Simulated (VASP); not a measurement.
# Si16Ni16H (a cell with a defect) (H interstitial hop) in VASP: further runs, part 2 of 2

VASP 6.6.1. Earlier steps stand in the parts before.

### Step 3. Single point, PBE

File INCAR:

```
SYSTEM = Si16Ni16H
ALGO = Normal ; EDIFF = 1E-7
ENCUT = 520 ; GGA = PE
ISIF = 2 ; ISMEAR = 1
LASPH = .TRUE. ; LCHARG = .FALSE.
LREAL = Auto ; LWAVE = .FALSE.
NBANDS = 134 ; NELM = 60
PREC = Accurate ; SIGMA = 0.1
```

File KPOINTS:

```
k-points
0
G
  1 1 1
  0 0 0
```

File POSCAR:

```
Si16Ni16H
1.0
   -5.1384090200      3.3970617200      5.5985037800
    5.1384090200     -3.3970617200      5.5985037800
    5.1384090200      3.3970617200     -5.5985037800
Si Ni H
16 16 1
Direct
    0.1645580218      0.2068050315      0.7925120533
    0.1542105314      0.6927651095      0.2887796167
    0.6653343969      0.2077206682      0.2925813963
    0.6640907331      0.7041667527      0.7902605434
    0.3289203772      0.2920693004      0.2139074186
    0.3261034265      0.7920431705      0.7140388583
    0.8285446297      0.2920644201      0.7135016429
    0.8282838684      0.7920127515      0.2162564587
    0.3306877552      0.1346753687      0.5542331041
    0.3267003107      0.6172413054      0.0407206846
    0.8272192408      0.1174959604      0.0404586545
    0.8261692914      0.6186793180      0.5427231414
    0.1613708635      0.3816762005      0.4621714554
    0.1633678475      0.8799366578      0.9605740946
    0.6698340533      0.3816977823      0.9706652459
    0.6697396728      0.8799773626      0.4669023977
    0.4650379881      0.0963874529      0.8839467139
    0.4632163822      0.5968315207      0.3828076161
    0.9626663107      0.0963547264      0.3815656993
    0.9642557609      0.5968549485      0.8838739255
    0.0269742894      0.3957029632      0.1190453995
    0.0292662497      0.9020824945      0.6231742552
    0.5285449589      0.4026079614      0.6243867242
    0.5277330804      0.9011724053      0.1237145245
    0.0286779213      0.4118758217      0.6341746447
    0.0269307002      0.9083616083      0.1312584890
    0.5279689601      0.4119055272      0.1334751129
    0.5273579953      0.9083829718      0.6316268085
    0.4651686484      0.0902861125      0.3754857768
    0.4640088665      0.5873397194      0.8735776479
    0.9640313775      0.0859863290      0.8723054281
    0.9611981380      0.5857141230      0.3748273048
    0.3070752433      0.9211292763      0.3640158798
```

Potentials or basis: VASP PAW PBE potentials, release 64 (Si, Ni, H).

Command:

```console
cat potpaw_PBE.64/Si/POTCAR potpaw_PBE.64/Ni/POTCAR potpaw_PBE.64/H/POTCAR > POTCAR
mpirun -np 1 vasp_gam > vasp.out
```

It took 5.1 min on 1 thread of Intel Xeon Platinum 8259CL at 2.50GHz (Skylake/Cascade Lake), shared host; peak memory 0.55 GiB.

The run converged. Its results:

```
Free energy   : -191.9256 eV
Pressure      : 0.1 GPa
Largest force : 0.027 eV/Å
```

Forces in eV/Å, atoms in the order of the input:
```
Si   0.003  0.001  0.000
Si  -0.011  0.002  0.000
Si   0.000  0.003  0.002
Si  -0.001  0.002  0.012
Si  -0.005 -0.002 -0.006
Si   0.006 -0.010  0.000
Si  -0.004 -0.002 -0.006
Si   0.006  0.006 -0.001
Si  -0.002  0.002 -0.006
Si   0.012  0.002 -0.007
Si   0.012  0.002 -0.009
Si   0.010  0.003 -0.001
Si  -0.007  0.006  0.004
Si  -0.010  0.000  0.010
Si  -0.009 -0.010  0.005
Si  -0.011 -0.003  0.008
Ni   0.016 -0.006 -0.017
Ni   0.014  0.002 -0.009
Ni   0.017  0.007 -0.016
Ni   0.012 -0.002 -0.011
Ni   0.006 -0.001  0.013
Ni  -0.023 -0.001  0.013
Ni  -0.022  0.000  0.013
Ni  -0.017  0.000  0.012
Ni   0.009  0.003  0.001
Ni   0.009 -0.005 -0.003
Ni   0.009 -0.004  0.000
Ni   0.009  0.004 -0.006
Ni  -0.003 -0.001  0.021
Ni  -0.007  0.001  0.002
Ni  -0.015  0.000 -0.007
Ni  -0.006  0.001 -0.002
H    0.005  0.003 -0.009
```

Stress tensor (GPa, compression positive):
```
 1.90  0.00  0.79
 0.00 -8.02  0.00
 0.79  0.00  6.35
```

Levels at points of the mesh, in eV from the Fermi level:
```csv
k point,band 108,band 109,band 110,band 111,band 112,band 113,band 114,band 115,band 116,band 117
"(0.00, 0.00, 0.00)",-1.40,-1.32,-1.25,-0.30,-0.22,0.03,0.05,0.06,0.08,0.17
```

Caveat: the k points lie up to 1.11 Å⁻¹ apart. Spin polarisation is off, so any magnetic state and its effect on volume and gap are missing.

### Step 4. Single point, PBE

File INCAR:

```
ALGO = Normal
EDIFF = 1E-6
ENCUT = 520
GGA = PE
ISIF = 2
ISMEAR = 1
LASPH = True
LCHARG = False
LREAL = Auto
LWAVE = False
NBANDS = 134
NELM = 80
PREC = Accurate
SIGMA = 0.1
```

File KPOINTS:

```
k-points
0
Gamma
  1 1 1
```

File POSCAR:

```
Si16Ni16H
1.0
   -5.1384090200      3.3970617200      5.5985037800
    5.1384090200     -3.3970617200      5.5985037800
    5.1384090200      3.3970617200     -5.5985037800
Si Ni H
16 16 1
Direct
    0.1716665701      0.2073829817      0.7865246719
    0.1744421956      0.7073979732      0.2861569057
    0.6716637288      0.2073746613      0.2865618767
    0.6720884025      0.7073996459      0.7838269342
    0.3360199863      0.2928976978      0.2077138959
    0.3461224026      0.8067432345      0.7114596656
    0.8350344778      0.2916908865      0.7075012123
    0.8362295247      0.7954023503      0.2099513131
    0.3388219811      0.1179159273      0.5379571087
    0.3370056930      0.6194464977      0.0396191936
    0.8308062949      0.1178705598      0.0299406705
    0.8306322047      0.6194184626      0.5332478569
    0.1698079911      0.3648037471      0.4458946416
    0.1735731965      0.8821033036      0.9593336162
    0.6731807127      0.3817603920      0.9594218337
    0.6742058383      0.8807537615      0.4574229648
    0.4734886579      0.1035424691      0.8809557230
    0.4711846329      0.5975398982      0.3772035190
    0.9718159571      0.0970592509      0.3760945736
    0.9726653226      0.5982532262      0.8764388891
    0.0355530022      0.4031054957      0.1162332446
    0.0372007168      0.9026213812      0.6173922005
    0.5377406623      0.4031316887      0.6184061938
    0.5360719345      0.9026464640      0.1162679204
    0.0350918098      0.4089386256      0.6246102903
    0.0363030775      0.9120306323      0.1265939771
    0.5365148593      0.4135745024      0.1279020094
    0.5392802455      0.9138632307      0.6254403644
    0.4715795726      0.0876595709      0.3659321382
    0.4733876743      0.5911716604      0.8687900644
    0.9725939705      0.0876655840      0.8669455830
    0.9731623741      0.5911610117      0.3685396080
    0.1927721026      0.5776106254      0.6355372355
```

Command:

```console
cat potpaw_PBE.64/Si/POTCAR potpaw_PBE.64/Ni/POTCAR potpaw_PBE.64/H/POTCAR > POTCAR
mpirun -np 1 vasp_gam > vasp.out
```

Wall time 4.3 min (1 thread of Intel Xeon Platinum 8259CL at 2.50GHz (Skylake/Cascade Lake), shared host); peak memory 0.54 GiB.

It converged, with:

- Free energy: -191.9257 eV
- Pressure: 0.1 GPa
- Largest force: 0.019 eV/Å

Forces in eV/Å, atoms in the order of the input:
```
Si   0.000  0.002  0.007
Si   0.004  0.003  0.000
Si   0.000 -0.002  0.008
Si   0.004 -0.004  0.001
Si  -0.007 -0.001 -0.009
Si  -0.007  0.000 -0.009
Si   0.005  0.001 -0.008
Si  -0.005  0.001 -0.011
Si  -0.009 -0.003 -0.003
Si   0.010  0.001 -0.005
Si  -0.007  0.002 -0.001
Si   0.010  0.000 -0.002
Si   0.009  0.000  0.004
Si  -0.004  0.001  0.009
Si   0.005  0.000  0.010
Si  -0.003  0.000  0.005
Ni   0.017 -0.002 -0.002
Ni   0.011  0.000 -0.004
Ni   0.004  0.000 -0.007
Ni   0.011  0.000 -0.011
Ni  -0.008  0.000  0.006
Ni  -0.010 -0.003  0.005
Ni  -0.009  0.000  0.004
Ni  -0.011  0.003  0.003
Ni   0.015  0.002 -0.004
Ni   0.011  0.000  0.007
Ni   0.006 -0.001  0.010
Ni   0.011  0.000  0.000
Ni  -0.015 -0.001 -0.005
Ni  -0.014  0.013 -0.004
Ni  -0.015 -0.001 -0.005
Ni  -0.013 -0.013 -0.004
H    0.003  0.001  0.017
```

Stress tensor (GPa, compression positive):
```
 1.88  0.00  0.80
 0.00 -8.02  0.00
 0.80  0.00  6.34
```

Levels at points of the mesh, in eV from the Fermi level:
```tsv
k point	band 110	band 111	band 112	band 113	band 114	band 115
(0.00, 0.00, 0.00)	-1.25	-0.30	-0.22	0.03	0.05	0.06
```

Caveat: the k points lie up to 1.11 Å⁻¹ apart. Spin polarisation is off, so any magnetic state and its effect on volume and gap are missing.

### Step 5. Single point, PBE

File INCAR:

```
SYSTEM = Si16Ni16H
PREC = Accurate
ENCUT = 520
EDIFF = 1E-6
ISMEAR = 1
SIGMA = 0.1
LREAL = Auto
LASPH = .True.
NELM = 60
ALGO = Normal
ISIF = 2
LWAVE = .False.
LCHARG = .False.
GGA = PE
NBANDS = 134
```

File KPOINTS:

```
regular mesh
0
Gamma
  1 1 1
  0 0 0
```

File POSCAR:

```
Si16Ni16H
1.0
   -5.1384090200      3.3970617200      5.5985037800
    5.1384090200     -3.3970617200      5.5985037800
    5.1384090200      3.3970617200     -5.5985037800
Si Ni H
16 16 1
Direct
    0.1717846006      0.2072227469      0.7858419394
    0.1614372175      0.6931828420      0.2821095949
    0.6725610254      0.2081383692      0.2859113707
    0.6713173601      0.7045844006      0.7835904700
    0.3361470553      0.2924869912      0.2072373497
    0.3333301044      0.7924608696      0.7073688219
    0.8357712652      0.2924821660      0.7068315492
    0.8355103950      0.7924304486      0.2095863489
    0.3379143652      0.1350930464      0.5475630458
    0.3339269824      0.6176589659      0.0340506207
    0.8344458708      0.1179136683      0.0337885777
    0.8333959200      0.6190969617      0.5360530253
    0.1685975495      0.3820939059      0.4555013794
    0.1705945410      0.8803544185      0.9539041023
    0.6770606478      0.3821154292      0.9639951106
    0.6769663603      0.8803950453      0.4602323795
    0.4722646662      0.0968051916      0.8772766694
    0.4704430628      0.5972492896      0.3761375813
    0.9698930056      0.0967724954      0.3748956725
    0.9714823645      0.5972726084      0.8772037743
    0.0342008598      0.3961206284      0.1123752887
    0.0364927870      0.9025001258      0.6165040710
    0.5357716380      0.4030256718      0.6177167013
    0.5349597095      0.9015901071      0.1170444112
    0.0359045323      0.4122935674      0.6275045786
    0.0341574089      0.9087793715      0.1245884895
    0.5351956402      0.4123232396      0.1268051354
    0.5345846494      0.9088005941      0.6249567525
    0.4723952276      0.0907037811      0.3688156712
    0.4712354855      0.5877574632      0.8669075197
    0.9712579533      0.0864040343      0.8656353244
    0.9684248050      0.5861318039      0.3681573027
    0.3143019575      0.9215470474      0.3573458917
```

Command:

```console
cat potpaw_PBE.64/Si/POTCAR potpaw_PBE.64/Ni/POTCAR potpaw_PBE.64/H/POTCAR > POTCAR
mpirun -np 1 vasp_gam > vasp.out
```

It took 4.3 min on 1 thread of Intel Xeon Platinum 8259CL at 2.50GHz (Skylake/Cascade Lake), shared host; peak memory 0.55 GiB.

It converged, with:

```
Free energy   : -191.9258 eV
Pressure      : 0.1 GPa
Largest force : 0.027 eV/Å
```

Forces on the atoms (eV/Å):
```
Si   0.002  0.002 -0.001
Si  -0.012  0.001 -0.001
Si   0.001  0.004  0.004
Si  -0.001  0.001  0.011
Si  -0.005 -0.002 -0.006
Si   0.006 -0.009  0.001
Si  -0.003 -0.002 -0.006
Si   0.007  0.005  0.001
Si  -0.003  0.002 -0.003
Si   0.011  0.002 -0.008
Si   0.014  0.002 -0.008
Si   0.011  0.002  0.000
Si  -0.008  0.004  0.004
Si  -0.009 -0.001  0.010
Si  -0.009 -0.008  0.005
Si  -0.009 -0.002  0.007
Ni   0.016 -0.006 -0.017
Ni   0.014  0.002 -0.009
Ni   0.017  0.007 -0.016
Ni   0.011 -0.001 -0.011
Ni   0.006 -0.001  0.013
Ni  -0.024 -0.001  0.012
Ni  -0.023  0.000  0.012
Ni  -0.018  0.000  0.012
Ni   0.009  0.003  0.001
Ni   0.008 -0.005 -0.004
Ni   0.009 -0.004  0.000
Ni   0.009  0.004 -0.007
Ni  -0.004 -0.001  0.020
Ni  -0.007  0.001  0.002
Ni  -0.015  0.000 -0.007
Ni  -0.006  0.001 -0.002
H    0.004  0.003 -0.009
```

Stress tensor (GPa, compression positive):
```
 1.88  0.00  0.78
 0.00 -8.04  0.00
 0.78  0.00  6.33
```

Levels at points of the mesh, in eV from the Fermi level:
```csv
k point,band 108,band 109,band 110,band 111,band 112,band 113,band 114,band 115,band 116,band 117
"(0.00, 0.00, 0.00)",-1.40,-1.32,-1.25,-0.30,-0.22,0.03,0.05,0.06,0.08,0.17
```

Caveat: the k points lie up to 1.11 Å⁻¹ apart. Spin polarisation is off, so any magnetic state and its effect on volume and gap are missing.
